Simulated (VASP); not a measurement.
# Tl (Pm-3n) in VASP: single point with revPBE

Aim: the single point of Tl with revPBE.

Everything below comes from runs of VASP 6.6.1. Logs are shortened: lines on timing, memory, paths and dates and some standing lists are left out, and cuts for length are marked.

### 1 The cell of the first run

The structure is cubic, space group Pm-3n (No. 223). Conventional cell: a = 6.437 Å, b = 6.437 Å, c = 6.437 Å, α = 90.00°, β = 90.00°, γ = 90.00°. Within 4.7 Å of Tl (site symmetry m-3) lie 12 Tl at 3.60 Å. Tl (site symmetry -4m2) has 14 Tl at 3.22 to 3.94 Å within 4.2 Å.

### 2 Single point, revPBE

Input file INCAR:

```
ALGO = Normal
EDIFF = 1E-6
ENCUT = 520
GGA = RE
ISIF = 2
ISMEAR = -1
LASPH = T
LCHARG = T
LELF = T
LREAL = F
LVHAR = T
LWAVE = F
NBANDS = 62
NELM = 100
PREC = Accurate
SIGMA = 0.1
```

Input file KPOINTS:

```
k-points
0
Gamma
  5 5 5
```

Input file POSCAR:

```
Tl
1.0
    6.4365294456      0.0000000000      0.0000000000
    0.0000000000      6.4365294456      0.0000000000
    0.0000000000      0.0000000000      6.4365294456
Tl
8
Direct
    1.0000000000      0.0000000000      0.0000000000
    0.5000000000      0.5000000000      0.5000000000
    0.2500000000      1.0000000000      0.5000000000
    0.7500000000      1.0000000000      0.5000000000
    0.5000000000      0.2500000000      0.0000000000
    0.5000000000      0.7500000000      0.0000000000
    0.0000000000      0.5000000000      0.2500000000
    0.0000000000      0.5000000000      0.7500000000
```

Potentials or basis: VASP PAW PBE potentials, release 64 (Tl_d).

Started as:

```
$ cat potpaw_PBE.64/Tl_d/POTCAR > POTCAR
$ mpirun -np 1 vasp_std > vasp.out
```

OUTCAR:

```text
EDIFF = 1E-6
   ENCUT = 520
   GGA = RE
   ISIF = 2
   ISMEAR = -1
   LASPH = T
   LREAL = F
   NELM = 100
   PREC = Accurate

 ion  position               nearest neighbor table
   1  0.000  0.000  0.000-   3 3.60   4 3.60   5 3.60   6 3.60   7 3.60   8 3.60   3 3.60   4 3.60
                             7 3.60   8 3.60   5 3.60   6 3.60
   2  0.500  0.500  0.500-   3 3.60   4 3.60   5 3.60   6 3.60   7 3.60   8 3.60   5 3.60   6 3.60
                             3 3.60   4 3.60   7 3.60   8 3.60
   3  0.250  0.000  0.500-   4 3.22   4 3.22   1 3.60   1 3.60   2 3.60   2 3.60   8 3.94   5 3.94
                             5 3.94   6 3.94   6 3.94   7 3.94   8 3.94   7 3.94
   4  0.750  0.000  0.500-   3 3.22   3 3.22   1 3.60   1 3.60   2 3.60   2 3.60   8 3.94   5 3.94
                             5 3.94   6 3.94   6 3.94   7 3.94   8 3.94   7 3.94
   5  0.500  0.250  0.000-   6 3.22   6 3.22   1 3.60   2 3.60   2 3.60   1 3.60   8 3.94   4 3.94
                             3 3.94   4 3.94   3 3.94   7 3.94   7 3.94   8 3.94
   6  0.500  0.750  0.000-   5 3.22   5 3.22   1 3.60   2 3.60   2 3.60   1 3.60   8 3.94   4 3.94
                             3 3.94   4 3.94   3 3.94   7 3.94   7 3.94   8 3.94
   7  0.000  0.500  0.250-   8 3.22   8 3.22   1 3.60   2 3.60   1 3.60   2 3.60   3 3.94   4 3.94
                             5 3.94   3 3.94   4 3.94   6 3.94   5 3.94   6 3.94
   8  0.000  0.500  0.750-   7 3.22   7 3.22   1 3.60   2 3.60   1 3.60   2 3.60   3 3.94   4 3.94
                             5 3.94   3 3.94   4 3.94   6 3.94   5 3.94   6 3.94

  LATTYP: Found a simple cubic cell.
 ALAT       =     6.4365294456

  Lattice vectors:

 A1 = (   6.4365294456,   0.0000000000,   0.0000000000)
 A2 = (   0.0000000000,   6.4365294456,   0.0000000000)
 A3 = (   0.0000000000,   0.0000000000,   6.4365294456)

Analysis of symmetry for initial positions (statically):
=====================================================================
 Subroutine PRICEL returns:
 Original cell was already a primitive cell.

 Routine SETGRP: Setting up the symmetry group for a
 simple cubic supercell.

 Subroutine GETGRP returns: Found 48 space group operations
 (whereof 24 operations were pure point group operations)
 out of a pool of 48 trial point group operations.

The static configuration has the point symmetry T_h .
 The point group associated with its full space group is O_h .

Analysis of symmetry for dynamics (positions and initial velocities):
=====================================================================
 Subroutine PRICEL returns:
 Original cell was already a primitive cell.

 Routine SETGRP: Setting up the symmetry group for a
 simple cubic supercell.

 Subroutine GETGRP returns: Found 48 space group operations
 (whereof 24 operations were pure point group operations)
 out of a pool of 48 trial point group operations.

The dynamic configuration has the point symmetry T_h .
 The point group associated with its full space group is O_h .

 Subroutine INISYM returns: Found 48 space group operations
 (whereof 24 operations are pure point group operations),
 and found     1 'primitive' translations

----------------------------------------------------------------------------------------

                                     Primitive cell

  volume of cell :     266.6584

  direct lattice vectors                    reciprocal lattice vectors
     6.436529446  0.000000000  0.000000000     0.155363229  0.000000000  0.000000000
     0.000000000  6.436529446  0.000000000     0.000000000  0.155363229  0.000000000
     0.000000000  0.000000000  6.436529446     0.000000000  0.000000000  0.155363229

  length of vectors
     6.436529446  6.436529446  6.436529446     0.155363229  0.155363229  0.155363229

  position of ions in fractional coordinates (direct lattice)
     0.000000000  0.000000000  0.000000000
     0.500000000  0.500000000  0.500000000
     0.250000000  0.000000000  0.500000000
     0.750000000  0.000000000  0.500000000
     0.500000000  0.250000000  0.000000000
     0.500000000  0.750000000  0.000000000
     0.000000000  0.500000000  0.250000000
     0.000000000  0.500000000  0.750000000

  ion indices of the primitive-cell ions
   primitive index   ion index
                 1           1
                 2           2
                 3           3
                 4           4
                 5           5
                 6           6
                 7           7
                 8           8

----------------------------------------------------------------------------------------

 KPOINTS: k-points

Automatic generation of k-mesh.
 Grid dimensions read from file:
 generate k-points for:    5    5    5

 Generating k-lattice:

  Cartesian coordinates                     Fractional coordinates (reciprocal lattice)
     0.031072646  0.000000000  0.000000000     0.200000000  0.000000000  0.000000000
     0.000000000  0.031072646  0.000000000     0.000000000  0.200000000  0.000000000
     0.000000000  0.000000000  0.031072646     0.000000000  0.000000000  0.200000000

  Length of vectors
     0.031072646  0.031072646  0.031072646

  Shift w.r.t. Gamma in fractional coordinates (k-lattice)
     0.000000000  0.000000000  0.000000000

 Subroutine IBZKPT returns following result:
 ===========================================

 Found     10 irreducible k-points:

 Following reciprocal coordinates:
            Coordinates               Weight
  0.000000  0.000000  0.000000      1.000000
  0.200000  0.000000  0.000000      6.000000
  0.400000  0.000000  0.000000      6.000000
  0.200000  0.200000  0.000000     12.000000
  0.400000  0.200000  0.000000     24.000000
  0.400000  0.400000  0.000000     12.000000
  0.200000  0.200000  0.200000      8.000000
  0.400000  0.200000  0.200000     24.000000
  0.400000  0.400000  0.200000     24.000000
  0.400000  0.400000  0.400000      8.000000
   k-points           NKPTS =     10   k-points in BZ     NKDIM =     10   number of bands    NBANDS=     62
   number of dos      NEDOS =    301   number of ions     NIONS =      8
   total plane-waves  NPLWV = 110592
   dimension x,y,z NGX =    48 NGY =   48 NGZ =   48
   dimension x,y,z NGXF=    96 NGYF=   96 NGZF=   96
   ions per type =               8
   NGX,Y,Z   is equivalent  to a cutoff of  12.40, 12.40, 12.40 a.u.
   NGXF,Y,Z  is equivalent  to a cutoff of  24.80, 24.80, 24.80 a.u.
 SYSTEM =  unknown system
   PREC   = accura    normal or accurate (medium, high low for compatibility)
   ISTART =      0    job   : 0-new  1-cont  2-samecut
   ICHARG =      2    charge: 1-file 2-atom 10-const
   ISPIN  =      1    spin polarized calculation?
   LNONCOLLINEAR =      F non collinear calculations
   LSORBIT =      F    spin-orbit coupling
   LASPH  =      T    aspherical Exc in radial PAW
   ENCUT  =  520.0 eV  38.22 Ry    6.18 a.u.  11.97 11.97 11.97*2*pi/ulx,y,z
   NELM   =    100;   NELMIN=  2; NELMDL= -5     # of ELM steps
   EDIFF  = 0.1E-05   stopping-criterion for ELM
   LREAL  =      F    real-space projection
   EDIFFG = 0.1E-04   stopping-criterion for IOM
   NSW    =      0    number of steps for IOM
   IBRION =     -1    ionic relax: 0-MD 1-quasi-New 2-CG
   NFREE  =      0    steps in history (QN), initial steepest desc. (CG)
   ISIF   =      2    stress and relaxation
   ISYM   =      2    0-nonsym 1-usesym 2-fastsym
   POTIM  = 0.5000    time-step for ionic-motion
   TEBEG  =    0.0;   TEEND  =   0.0 temperature during run
   PSTRESS=    0.0 pullay stress
   NELECT =     104.0000    total number of electrons
   NUPDOWN=      -1.0000    fix difference up-down
   EMIN   =  10.00;   EMAX   =-10.00  energy-range for DOS
   EFERMI =   0.00;   METHOD = LEGACY
   ISMEAR =    -1;   SIGMA  =   0.10  broadening in eV -4-tet -1-fermi 0-gaus
   EFERMI_NEDOS =   21; number of points for ismear=-14 and -15
   IALGO  =     38    algorithm
   IMIX   =      4    mixing-type and parameters
     AMIX     =   0.40;   BMIX     =  1.00
     AMIX_MAG =   1.60;   BMIX_MAG =  1.00
  volume/ion in A,a.u.               =      33.33       224.94
  Fermi-wavevector in a.u.,A,eV,Ry     =   1.196100  2.260301 19.465248  1.430655
  Thomas-Fermi vector in A             =   2.332049
   LORBIT       =      0    0 simple, 1 ext, 2 COOP (PROOUT), +10 PAW based schemes
   GGA     = RE    functional components
   LHFCALC =     F    Hartree Fock is set to
   AEXX    =    0.0000 exact exchange contribution
   IVDW    =     0    specifies the selected vdW correction
   LEPSILON=     F    determine dielectric tensor
   LRPA    =     F    only Hartree local field effects (RPA)
 non-spin polarized calculation
  energy-cutoff  :      520.00
  volume of cell :      266.66
 maximum number of plane-waves:      7196
 NGX is ok and might be reduce to    48
   NGX = 23   NGY = 23   NGZ = 23

 number of electron     104.0000077 magnetization

 Free energy of the ion-electron system (eV)
  ---------------------------------------------------
  ext. energy  EPLUGINS =         0.00000000
  ---------------------------------------------------
  free energy    TOTEN  =       -15.05218313 eV

  energy without entropy =      -14.88692045  energy(sigma->0) =      -14.96955179

 E-fermi :   5.3373     XC(G=0):  -9.3372

 val. band max:        5.3280867562   @ k =   0.2000   0.2000   0.2000
 cond. band min:       5.3380965461   @ k =   0.4000   0.4000   0.2000
 fundamental gap:      0.0100097899
 Fermi energy:         5.3373227598

 k-point     1 :       0.0000    0.0000    0.0000
  band No.  band energies     occupation
      1      -6.6596      2.00000
      2      -6.6596      2.00000
      3      -6.6531      2.00000
      4      -6.4342      2.00000
      5      -6.4342      2.00000
      6      -6.4342      2.00000
[... 54 lines left out ...]
     61       9.3945      0.00000
     62       9.3945      0.00000

 k-point     2 :       0.2000    0.0000    0.0000
  band No.  band energies     occupation
      1      -6.6575      2.00000
      2      -6.6535      2.00000
      3      -6.5812      2.00000
      4      -6.4621      2.00000
      5      -6.4181      2.00000
      6      -6.4181      2.00000
[... 519 lines left out ...]
      6      -6.3714      2.00000
[... 54 lines left out ...]
     61       8.5091      0.00000
     62       8.9696      0.00000

------------------------ aborting loop because EDIFF is reached ----------------------------------------

  FORCE on cell =-STRESS in cart. coord.  units (eV):
  Direction    XX          YY          ZZ          XY          YZ          ZX
  --------------------------------------------------------------------------------------
  -------------------------------------------------------------------------------------
  Total        0.1298214      0.1298214      0.1298214      0.0000000      0.0000000     -0.0000000
  in kB        0.7800126      0.7800126      0.7800126      0.0000000      0.0000000     -0.0000000
  external PRESSURE =       0.7800126 kB  Pullay stress =       0.0000000 kB

 VOLUME and BASIS-vectors are now :
 -----------------------------------------------------------------------------
  energy-cutoff  :      520.00
  volume of cell :      266.66
      direct lattice vectors                 reciprocal lattice vectors
     6.436529446  0.000000000  0.000000000     0.155363229  0.000000000  0.000000000
     0.000000000  6.436529446  0.000000000     0.000000000  0.155363229  0.000000000
     0.000000000  0.000000000  6.436529446     0.000000000  0.000000000  0.155363229

 POSITION                                       TOTAL-FORCE (eV/Angst)
 -----------------------------------------------------------------------------------
      0.00000      0.00000      0.00000         0.000000      0.000000      0.000000
      3.21826      3.21826      3.21826         0.000000      0.000000      0.000000
      1.60913      0.00000      3.21826        -0.000000      0.000000      0.000000
      4.82740      0.00000      3.21826         0.000000     -0.000000     -0.000000
      3.21826      1.60913      0.00000         0.000000      0.000000     -0.000000
      3.21826      4.82740      0.00000         0.000000     -0.000000      0.000000
      0.00000      3.21826      1.60913         0.000000      0.000000      0.000000
      0.00000      3.21826      4.82740         0.000000     -0.000000     -0.000000
 -----------------------------------------------------------------------------------
    total drift:                                0.000000     -0.000000      0.000000

  FREE ENERGIE OF THE ION-ELECTRON SYSTEM (eV)
  ---------------------------------------------------
  free  energy   TOTEN  =       -15.0521831337 eV

  energy  without entropy=      -14.8869204460  energy(sigma->0) =      -14.96955179
```

Run time: 3.9 min. Hardware: 1 thread of Oxide Virtual Turin-like, shared host; peak memory 0.34 GiB.

What came out:

| Item | Value |
| --- | --- |
| Free energy | -15.0522 eV |
| Pressure | 0.1 GPa |
| Band gap on the k mesh | zero (bands 52 and 53 overlap by 1.72 eV) |

Caveat: the PAW data sets were made with another functional, which shifts forces and pressure a little; spin-orbit coupling is left out, which moves the levels of the heavy elements.
